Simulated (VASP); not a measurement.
Zr: single point with PBE

The system is Zr.

```
Zr
1.0
     3.23188    0.00000    0.00000
    -1.61594    2.79889    0.00000
     0.00000    0.00000    5.17410
Zr
2
Direct
  0.33333 0.66667 0.25000
  0.66667 0.33333 0.75000
```

- Program: VASP 6.6.1
- Task: single point
- Functional: PBE
- Potentials or basis: VASP PAW PBE potentials, release 64 (Zr_sv)
- Cutoff: 520 eV
- k mesh: 11 × 11 × 6
- Occupations: fermi-dirac, width 0.1 eV
- Spin: no spin polarisation

```yaml
Pressure: 0.0 GPa
Band_gap_on_the_k_mesh: zero (band 12 reaches 9.81 eV, above the bottom of band 13 at 8.78 eV)
```

Levels at points of the mesh, in eV from the Fermi level:
```tsv
k point	band 8	band 9	band 10	band 11	band 12	band 13	band 14	band 15	band 16	band 17
(0.00, 0.00, 0.00)	-26.34	-5.62	-2.99	0.90	0.90	1.00	1.14	1.57	1.57	2.19
(0.00, 0.00, 0.50)	-26.40	-3.93	-3.93	0.05	0.05	0.81	0.81	0.81	0.81	3.95
```

It took 100 s on 1 thread of AMD EPYC 7R13, with other jobs on the host, peak memory 0.15 GiB.
